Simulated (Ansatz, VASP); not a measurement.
## InGa3P4 in VASP and in Ansatz

```xyz
8
Lattice="-2.8102 2.8102 5.6101 2.8102 -2.8102 5.6101 2.8102 2.8102 -5.6101" Properties=species:S:1:pos:R:3 pbc="T T T"
In    0.0000    0.0000    5.6101
Ga    0.0000    2.8102    2.8051
Ga    0.0000    0.0000    0.0000
Ga    2.8102    0.0000    2.8051
P     1.4788   -1.4788    4.1498
P     1.3314    1.3314    1.4603
P    -1.4788    1.4788    4.1498
P     1.4788    1.4788    7.0705
```

Alike in both runs: functional PBE; k mesh 8 × 8 × 8; occupations gaussian, width 0.02 eV; no spin polarisation.

Ansatz relaxed the structure, and its values are those at the end. VASP's run is a single point on that final structure, the one shown.

```csv
,VASP,Ansatz
version,VASP 6.6.1,Ansatz 0.2.0
potentials or method,"VASP PAW PBE potentials, release 64 (In_d, Ga_d, P), cutoff 520 eV","scalar-relativistic, plane waves, PAW"
valence electrons in the cell,72,72
```

VASP gave:

* gap on the k mesh at the Fermi level (eV): 1.15
* least direct gap on the mesh (eV): 1.15
* pressure (GPa): 0.0
* rms of the force components (eV/Å): 0.005

What did Ansatz give for the same quantities?

gap on the k mesh at the Fermi level (eV): 1.16; least direct gap on the mesh (eV): 1.16; pressure (GPa): 0.0; rms of the force components (eV/Å): 0.004.
